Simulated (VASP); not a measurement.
# CdTe (I-4m2) in VASP: single point with HSE06

Aim: the single point of CdTe with HSE06.

Program: VASP 6.6.1. These are calculated values, not measurements. Logs are shortened: lines on timing, memory, paths and dates and some standing lists are left out, and cuts for length are marked.

## Step 1: The cell of the first run

It takes space group I-4m2 (No. 119, tetragonal). Conventional cell: a = 4.639 Å, b = 4.639 Å, c = 6.711 Å, α = 90.00°, β = 90.00°, γ = 90.00°. Cd (site symmetry -4m2) has 4 Te at 2.86 Å within 3.8 Å. Within 3.8 Å of Te (site symmetry -4m2) lie 4 Cd at 2.86 Å.

## Step 2: Single point, HSE06 (uniaxial x strain +2.3%)

The input, POSCAR:

```
CdTe
1.0
    0.0000000000      3.2799551157      3.2799551157
    3.3553940834      0.0000000000      3.2799551157
    3.3553940834      3.2799551157      0.0000000000
Cd Te
1 1
Direct
    0.0000000000      0.0000000000      0.0000000000
    0.2500000000      0.2500000000      0.2500000000
```

The input, INCAR.step1:

```
SYSTEM = CdTe
PREC = Accurate
ENCUT = 520
EDIFF = 1E-5
ISMEAR = 0
SIGMA = 0.01
LREAL = .FALSE.
LASPH = .TRUE.
NELM = 80
ALGO = Normal
ISIF = 2
LWAVE = .TRUE.
NBANDS = 16
GGA = PE
```

The input, INCAR.step2:

```
SYSTEM = CdTe
PREC = Accurate
ENCUT = 520
EDIFF = 1E-7
ISMEAR = 0
SIGMA = 0.01
LREAL = .FALSE.
LASPH = .TRUE.
NELM = 80
ALGO = Normal
ISIF = 2
LWAVE = .FALSE.
LCHARG = .TRUE.
GGA = PE
LHFCALC = .TRUE.
HFSCREEN = 0.2079
PRECFOCK = Normal
LELF = .TRUE.
LVHAR = .TRUE.
NBANDS = 16
ISTART = 1
```

The input, KPOINTS:

```
Automatic mesh
0
G
  4 4 4
  0 0 0
```

Potentials or basis: VASP PAW PBE potentials, release 64 (Cd, Te).

Run with:

```
cat potpaw_PBE.64/Cd/POTCAR potpaw_PBE.64/Te/POTCAR > POTCAR
cp INCAR.step1 INCAR
mpirun -np 1 vasp_std > vasp.out
cp INCAR.step2 INCAR
mpirun -np 1 vasp_std > vasp.out
```

OUTCAR:

```text
SYSTEM = CdTe
   PREC = Accurate
   ENCUT = 520
   EDIFF = 1E-7
   ISMEAR = 0
   LREAL = .FALSE.
   LASPH = .TRUE.
   NELM = 80
   ISIF = 2
   GGA = PE
   LHFCALC = .TRUE.
   HFSCREEN = 0.2079
   PRECFOCK = Normal
   ISTART = 1

 ion  position               nearest neighbor table
   1  0.000  0.000  0.000-   2 2.86   2 2.86   2 2.86   2 2.86
   2  0.250  0.250  0.250-   1 2.86   1 2.86   1 2.86   1 2.86

  LATTYP: Found a body centered tetragonal cell.
 ALAT       =     4.6385570086
 C/A-ratio  =     1.4467404743

  Lattice vectors:

 A1 = (   3.3553940834,   0.0000000000,   3.2799551157)
 A2 = (   3.3553940834,   0.0000000000,  -3.2799551157)
 A3 = (  -3.3553940834,   3.2799551157,   0.0000000000)

Analysis of symmetry for initial positions (statically):
=====================================================================
 Subroutine PRICEL returns:
 Original cell was already a primitive cell.

 Routine SETGRP: Setting up the symmetry group for a
 body centered tetragonal supercell.

 Subroutine GETGRP returns: Found  8 space group operations
 (whereof  8 operations were pure point group operations)
 out of a pool of 16 trial point group operations.

The static configuration has the point symmetry D_2d.

Analysis of symmetry for dynamics (positions and initial velocities):
=====================================================================
 Subroutine PRICEL returns:
 Original cell was already a primitive cell.

 Routine SETGRP: Setting up the symmetry group for a
 body centered tetragonal supercell.

 Subroutine GETGRP returns: Found  8 space group operations
 (whereof  8 operations were pure point group operations)
 out of a pool of 16 trial point group operations.

The dynamic configuration has the point symmetry D_2d.

 Subroutine INISYM returns: Found  8 space group operations
 (whereof  8 operations are pure point group operations),
 and found     1 'primitive' translations

----------------------------------------------------------------------------------------

                                     Primitive cell

  volume of cell :      72.1954

  direct lattice vectors                    reciprocal lattice vectors
     0.000000000  3.279955116  3.279955116    -0.149013793  0.152441110  0.152441110
     3.355394083  0.000000000  3.279955116     0.149013793 -0.152441110  0.152441110
     3.355394083  3.279955116  0.000000000     0.149013793  0.152441110 -0.152441110

  length of vectors
     4.638557009  4.692203642  4.692203642     0.262071927  0.262071927  0.262071927

  position of ions in fractional coordinates (direct lattice)
     0.000000000  0.000000000  0.000000000
     0.250000000  0.250000000  0.250000000

  ion indices of the primitive-cell ions
   primitive index   ion index
                 1           1
                 2           2

----------------------------------------------------------------------------------------

 KPOINTS: Automatic mesh

Automatic generation of k-mesh.
 Grid dimensions read from file:
 generate k-points for:    4    4    4

 Generating k-lattice:

  Cartesian coordinates                     Fractional coordinates (reciprocal lattice)
    -0.037253448  0.038110278  0.038110278     0.250000000  0.000000000  0.000000000
     0.037253448 -0.038110278  0.038110278     0.000000000  0.250000000 -0.000000000
     0.037253448  0.038110278 -0.038110278     0.000000000 -0.000000000  0.250000000

  Length of vectors
     0.065517982  0.065517982  0.065517982

  Shift w.r.t. Gamma in fractional coordinates (k-lattice)
     0.000000000  0.000000000  0.000000000

 Subroutine IBZKPT returns following result:
 ===========================================

 Found     13 irreducible k-points:

 Following reciprocal coordinates:
            Coordinates               Weight
  0.000000  0.000000  0.000000      1.000000
  0.250000  0.000000  0.000000      8.000000
  0.500000  0.000000  0.000000      4.000000
  0.250000  0.250000  0.000000      4.000000
  0.500000  0.250000  0.000000     16.000000
 -0.250000  0.250000  0.000000      8.000000
  0.500000  0.500000  0.000000      2.000000
  0.000000  0.250000  0.250000      2.000000
  0.500000  0.250000  0.250000      4.000000
 -0.250000  0.250000  0.250000      8.000000
 -0.250000  0.500000  0.250000      4.000000
  0.500000 -0.250000  0.250000      2.000000
  0.000000  0.500000  0.500000      1.000000
   k-points           NKPTS =     13   k-points in BZ     NKDIM =     64   number of bands    NBANDS=     16
   number of dos      NEDOS =    301   number of ions     NIONS =      2
   total plane-waves  NPLWV =  46656
   dimension x,y,z NGX =    36 NGY =   36 NGZ =   36
   dimension x,y,z NGXF=    72 NGYF=   72 NGZF=   72
   ions per type =               1   1
   NGX,Y,Z   is equivalent  to a cutoff of  12.90, 12.75, 12.75 a.u.
   NGXF,Y,Z  is equivalent  to a cutoff of  25.80, 25.51, 25.51 a.u.
 SYSTEM =  CdTe
   PREC   = accura    normal or accurate (medium, high low for compatibility)
   ISTART =      1    job   : 0-new  1-cont  2-samecut
   ICHARG =      0    charge: 1-file 2-atom 10-const
   ISPIN  =      1    spin polarized calculation?
   LNONCOLLINEAR =      F non collinear calculations
   LSORBIT =      F    spin-orbit coupling
   LASPH  =      T    aspherical Exc in radial PAW
   ENCUT  =  520.0 eV  38.22 Ry    6.18 a.u.   8.62  8.72  8.72*2*pi/ulx,y,z
   NELM   =     80;   NELMIN=  2; NELMDL=  0     # of ELM steps
   EDIFF  = 0.1E-06   stopping-criterion for ELM
   LREAL  =      F    real-space projection
   EDIFFG = 0.1E-05   stopping-criterion for IOM
   NSW    =      0    number of steps for IOM
   IBRION =     -1    ionic relax: 0-MD 1-quasi-New 2-CG
   NFREE  =      0    steps in history (QN), initial steepest desc. (CG)
   ISIF   =      2    stress and relaxation
   ISYM   =      3    0-nonsym 1-usesym 2-fastsym
   POTIM  = 0.5000    time-step for ionic-motion
   TEBEG  =    0.0;   TEEND  =   0.0 temperature during run
   PSTRESS=    0.0 pullay stress
   NELECT =      18.0000    total number of electrons
   NUPDOWN=      -1.0000    fix difference up-down
   EMIN   =  10.00;   EMAX   =-10.00  energy-range for DOS
   EFERMI =   0.00;   METHOD = LEGACY
   ISMEAR =     0;   SIGMA  =   0.01  broadening in eV -4-tet -1-fermi 0-gaus
   EFERMI_NEDOS =   21; number of points for ismear=-14 and -15
   IALGO  =     38    algorithm
   IMIX   =      1    mixing-type and parameters
     AMIX     =   0.40;   BMIX     =  1.00
     AMIX_MAG =   1.60;   BMIX_MAG =  1.00
  volume/ion in A,a.u.               =      36.10       243.60
  Fermi-wavevector in a.u.,A,eV,Ry     =   1.030376  1.947129 14.444972  1.061675
  Thomas-Fermi vector in A             =   2.164471
   LORBIT       =      0    0 simple, 1 ext, 2 COOP (PROOUT), +10 PAW based schemes
   GGA     = PE    functional components
   LHFCALC =     T    Hartree Fock is set to
   PRECFOCK=normal    Normal, Fast or Accurate (Low or Medium for compatibility)
   ENCUT4O =  -1.0   cutoff for four orbital integrals eV
   NKREDX  =     1    reduce k-point grid by
   NKREDY  =     1    reduce k-point grid by
   NKREDZ  =     1    reduce k-point grid by
   AEXX    =    0.2500 exact exchange contribution
   HFSCREEN=    0.2079 screening length (either q_TF or 0.3 A-1)
   HFSCREENC=   0.2079 screening length for correlation (either q_TF or 0.3 A-1)
   ENCUTFOCK=  -1.0 apply spherical cutoff to Coloumb kernel
   IVDW    =     0    specifies the selected vdW correction
   LEPSILON=     F    determine dielectric tensor
   LRPA    =     F    only Hartree local field effects (RPA)
 non-spin polarized calculation
 Gauss-broadening in eV      SIGMA  =   0.01
  energy-cutoff  :      520.00
  volume of cell :       72.20
 maximum number of plane-waves:      1958
 NGX is ok and might be reduce to    36
  NGX = 28; NGY = 28; NGZ = 28

 number of electron      18.0000005 magnetization

 Free energy of the ion-electron system (eV)
  ---------------------------------------------------
  ext. energy  EPLUGINS =         0.00000000
  ---------------------------------------------------
  free energy    TOTEN  =        -5.99065893 eV

  energy without entropy =       -5.99065893  energy(sigma->0) =       -5.99065893

 E-fermi :   1.4329     XC(G=0):  -6.9555

 val. band max:        1.3626922451   @ k =   0.0000   0.0000   0.0000
 cond. band min:       2.7036216778   @ k =   0.0000   0.0000   0.0000
 fundamental gap:      1.3409294327
 Fermi energy:         1.4328864725

 k-point     1 :       0.0000    0.0000    0.0000
  band No.  band energies     occupation
      1     -10.4498      2.00000
      2      -8.1025      2.00000
      3      -8.0971      2.00000
      4      -8.0971      2.00000
      5      -7.8776      2.00000
      6      -7.8775      2.00000
[... 8 lines left out ...]
     15      11.3813      0.00000
     16      11.7161      0.00000

 k-point     2 :       0.2500    0.0000    0.0000
  band No.  band energies     occupation
      1     -10.2774      2.00000
      2      -8.0716      2.00000
      3      -8.0676      2.00000
      4      -7.8845      2.00000
      5      -7.8790      2.00000
      6      -7.8692      2.00000
[... 8 lines left out ...]
     15      10.6904      0.00000
     16      10.6979      0.00000

 k-point     3 :       0.5000    0.0000    0.0000
  band No.  band energies     occupation
      1     -10.1211      2.00000
      2      -8.0487      2.00000
      3      -8.0438      2.00000
      4      -7.8741      2.00000
      5      -7.8688      2.00000
      6      -7.4766      2.00000
[... 8 lines left out ...]
     15      12.5132      0.00000
     16      12.6460      0.00000

 k-point     4 :       0.2500    0.2500    0.0000
  band No.  band energies     occupation
      1     -10.2215      2.00000
      2      -8.0404      2.00000
      3      -8.0336      2.00000
      4      -7.9353      2.00000
      5      -7.8657      2.00000
      6      -7.7980      2.00000
[... 8 lines left out ...]
     15      12.0246      0.00000
     16      12.9566      0.00000

 k-point     5 :       0.5000    0.2500    0.0000
  band No.  band energies     occupation
      1     -10.0733      2.00000
      2      -8.0178      2.00000
      3      -8.0049      2.00000
      4      -7.9097      2.00000
      5      -7.8642      2.00000
      6      -7.4005      2.00000
[... 8 lines left out ...]
     15      12.7626      0.00000
     16      13.3009      0.00000

 k-point     6 :      -0.2500    0.2500    0.0000
  band No.  band energies     occupation
      1     -10.1222      2.00000
      2      -8.0362      2.00000
      3      -8.0280      2.00000
      4      -7.8850      2.00000
      5      -7.8800      2.00000
      6      -7.5377      2.00000
[... 8 lines left out ...]
     15      11.7148      0.00000
     16      13.4131      0.00000

 k-point     7 :       0.5000    0.5000    0.0000
  band No.  band energies     occupation
      1     -10.0267      2.00000
      2      -7.9736      2.00000
      3      -7.9629      2.00000
      4      -7.9532      2.00000
      5      -7.8525      2.00000
      6      -7.2985      2.00000
[... 8 lines left out ...]
     15      13.0156      0.00000
     16      13.6514      0.00000

 k-point     8 :       0.0000    0.2500    0.2500
  band No.  band energies     occupation
      1     -10.2271      2.00000
      2      -8.0349      2.00000
      3      -8.0349      2.00000
      4      -7.9272      2.00000
      5      -7.8667      2.00000
      6      -7.8204      2.00000
[... 8 lines left out ...]
     15      12.2510      0.00000
     16      12.7906      0.00000

 k-point     9 :       0.5000    0.2500    0.2500
  band No.  band energies     occupation
      1     -10.1214      2.00000
      2      -8.0327      2.00000
      3      -8.0322      2.00000
      4      -7.8854      2.00000
      5      -7.8807      2.00000
      6      -7.5317      2.00000
[... 8 lines left out ...]
     15      11.9115      0.00000
     16      13.1676      0.00000

 k-point    10 :      -0.2500    0.2500    0.2500
  band No.  band energies     occupation
      1     -10.0771      2.00000
      2      -8.0181      2.00000
      3      -8.0041      2.00000
      4      -7.9035      2.00000
      5      -7.8676      2.00000
      6      -7.4188      2.00000
[... 8 lines left out ...]
     15      12.7747      0.00000
     16      13.1666      0.00000

 k-point    11 :      -0.2500    0.5000    0.2500
  band No.  band energies     occupation
      1     -10.0318      2.00000
      2      -7.9986      2.00000
      3      -7.9911      2.00000
      4      -7.9016      2.00000
      5      -7.8758      2.00000
      6      -7.2537      2.00000
[... 8 lines left out ...]
     15      13.2330      0.00000
     16      13.4490      0.00000

 k-point    12 :       0.5000   -0.2500    0.2500
  band No.  band energies     occupation
      1     -10.0283      2.00000
      2      -8.0056      2.00000
      3      -7.9847      2.00000
      4      -7.9044      2.00000
      5      -7.8748      2.00000
      6      -7.2390      2.00000
[... 8 lines left out ...]
     15      13.5253      0.00000
     16      13.5776      0.00000

 k-point    13 :       0.0000    0.5000    0.5000
  band No.  band energies     occupation
      1     -10.0326      2.00000
      2      -7.9675      2.00000
      3      -7.9675      2.00000
      4      -7.9455      2.00000
      5      -7.8558      2.00000
      6      -7.3384      2.00000
[... 8 lines left out ...]
     15      13.1687      0.00000
     16      13.8047      0.00000

------------------------ aborting loop because EDIFF is reached ----------------------------------------

  FORCE on cell =-STRESS in cart. coord.  units (eV):
  Direction    XX          YY          ZZ          XY          YZ          ZX
  --------------------------------------------------------------------------------------
  -------------------------------------------------------------------------------------
  Total       -0.4248797     -0.2216049     -0.2216049      0.0000000      0.0000000     -0.0000000
  in kB       -9.4290341     -4.9179113     -4.9179113      0.0000000      0.0000000     -0.0000000
  external PRESSURE =      -6.4216189 kB  Pullay stress =       0.0000000 kB

 VOLUME and BASIS-vectors are now :
 -----------------------------------------------------------------------------
  energy-cutoff  :      520.00
  volume of cell :       72.20
      direct lattice vectors                 reciprocal lattice vectors
     0.000000000  3.279955116  3.279955116    -0.149013793  0.152441110  0.152441110
     3.355394083  0.000000000  3.279955116     0.149013793 -0.152441110  0.152441110
     3.355394083  3.279955116  0.000000000     0.149013793  0.152441110 -0.152441110

 POSITION                                       TOTAL-FORCE (eV/Angst)
 -----------------------------------------------------------------------------------
      0.00000      0.00000      0.00000         0.000000      0.000000      0.000000
      1.67770      1.63998      1.63998         0.000000     -0.000000     -0.000000
 -----------------------------------------------------------------------------------
    total drift:                               -0.000001     -0.000001     -0.000001

  FREE ENERGIE OF THE ION-ELECTRON SYSTEM (eV)
  ---------------------------------------------------
  free  energy   TOTEN  =        -5.9906589344 eV

  energy  without entropy=       -5.9906589344  energy(sigma->0) =       -5.99065893
```

Run time: 49 min. Hardware: 1 thread of AMD EPYC 7R13, shared host; peak memory 0.3 GiB.

Results:

| Item | Value |
| --- | --- |
| Free energy | -5.9907 eV |
| Pressure | -0.6 GPa |
| Band gap on the k mesh | 1.34 eV |

Stress tensor (GPa, compression positive):
```
-0.94  0.00  0.00
 0.00 -0.49  0.00
 0.00  0.00 -0.49
```

Caveat: the cell differs from its parent crystal (uniaxial x strain +2.3%); the PAW data sets were made with another functional, which shifts forces and pressure a little; spin-orbit coupling is left out, which moves the levels of the heavy elements.
